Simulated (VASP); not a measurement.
A run of VASP 6.6.1 is set up as follows.

INCAR

```
PREC = Accurate
ENCUT = 400
EDIFF = 1E-6
ISMEAR = 0
SIGMA = 0.05
LREAL = Auto
LASPH = T
NELM = 200
ALGO = Normal
ISIF = 2
LWAVE = F
LCHARG = T
ISPIN = 2
MAGMOM = 0 0 0 0 0 0 0 0 0 0 0 0 0 0 0 0 0 0 0 0 0 0 0 0 0 0 0 0 0 0 0 0 0 0 0 0 0 0 0 0.16 0 0 0 0 0 0 0 0 0 0 0 0 0 0.16 0 0 0 0.16 0.16 0 0 0 0
LORBIT = 11
GGA = PE
IVDW = 12
LELF = T
LVHAR = T
NELECT = 253.0
NBANDS = 167
GGA_COMPAT = F
```

The input KPOINTS:

```
Automatic mesh
0
Gamma
  1 1 1
```

Contents of POSCAR:

```
Si
1.0
   10.8600000000      0.0000000000      0.0000000000
    0.0000000000     10.8600000000      0.0000000000
    0.0000000000      0.0000000000     10.8600000000
Si
63
Direct
    0.4994129834     -0.0000072744     -0.0004334254
    0.6248724678      0.1252006446      0.1249143646
    0.7501341621      0.2506717311     -0.0003867403
    0.8758070902      0.3758799263      0.1240552486
    0.7497553407      0.0001798343      0.2499735727
    0.8747550645      0.1252375691      0.3748666667
    0.0001455801      0.0005590239     -0.0004854512
    0.1254515654      0.1261303867      0.1239697053
    0.2494036832      0.2529781768     -0.0027452118
    0.3745548803      0.3756434622      0.1244003683
    0.4968949355      0.5008742173     -0.0029670350
    0.6238802947      0.6245814917      0.1239347145
    0.7496324125      0.7498767035     -0.0003594843
    0.8748623389      0.8752970534      0.1250026703
    0.2497358195      0.0001868324      0.2500174033
    0.3741345304      0.1262093002      0.3758416206
    0.4994493554      0.2505604052      0.2501505525
    0.6237839779      0.3757649171      0.3759383978
    0.7497015654      0.5001591160      0.2499455801
    0.8756093002      0.6246457643      0.3758022099
    0.4993600368      0.0005188766      0.5002755064
    0.6239238490      0.1260633517      0.6255028545
    0.7495825046      0.2506073665      0.5003409761
    0.8753746777      0.3756234807      0.6252517495
    0.7497598527      0.0001177716      0.7499881215
    0.8756696133      0.1261896869      0.8742819521
    0.0025210866      0.4998090239     -0.0028107735
    0.1252044199      0.6249367403      0.1243702578
    0.2504348066      0.7474906077     -0.0027842541
    0.3742666667      0.8743444751      0.1241253223
    0.0002396869      0.2505685083      0.2496557090
    0.1251184162      0.3755253223      0.3755602210
    0.2497709024      0.5001997238      0.2499586556
    0.3744447514      0.6248778085      0.3754914365
    0.4994743094      0.7497712707      0.2496925414
    0.6247858195      0.8751778085      0.3750073665
    0.0001316759      0.0000220074      0.5002848987
    0.1251923573      0.1257776243      0.6252015654
    0.2504266114      0.2531118785      0.5028246777
    0.3671649171      0.3829701657      0.6327957643
    0.4969660221      0.4997029466      0.5027473297
    0.6242383057      0.6248874770      0.6252779926
    0.7501073665      0.7498676796      0.5004094843
    0.8758279926      0.8743009208      0.6256135359
    0.2497765193      0.0002114180      0.7499640884
    0.3745016575      0.1257855433      0.8745582873
    0.4971092081      0.2529534070      0.7493830571
    0.6242081952      0.3755469613      0.8746780847
    0.7497684162      0.5002051565      0.7499643646
    0.8753421731      0.6249397790      0.8745572744
    0.0001942910      0.7498101289      0.2502011971
    0.1253587477      0.8742241252      0.3759814917
    0.0024994475      0.5008162063      0.5026252302
    0.1324357274      0.6174952118      0.6324857274
    0.2493197974      0.7474381215      0.5027835175
    0.3745111418      0.8746901473      0.6253197053
    0.0025558932      0.2529352670      0.7503625230
    0.1321128913      0.3825120626      0.8676816759
    0.3667945672      0.6174268877      0.8670576427
    0.4969539595      0.7473470534      0.7505036832
    0.6238165746      0.8741813996      0.8744216390
    0.0026930018      0.7473706262      0.7493976059
    0.1251379374      0.8746396869      0.8746924494
```

Potentials or basis: VASP PAW PBE potentials, release 64 (Si).

Command:

```console
$ cat potpaw_PBE.64/Si/POTCAR > POTCAR
$ mpirun -np 1 vasp_gam > vasp.out
```

(1) Estimate the largest force.

(2) Predict the site moments.

(3) What does it give for the dispersion energy per atom?

(4) Estimate the net moment.

## Answers

(1) 0.016 eV/Å.

(2) Si +0.00, +0.01, -0.00, +0.02, +0.16 (each value once) μB.

(3) -0.317 eV.

(4) 3.00 μB per cell.

Caveat: the k points lie up to 0.58 Å⁻¹ apart; the cell carries a net charge on a neutralising background, which shifts energy and pressure.
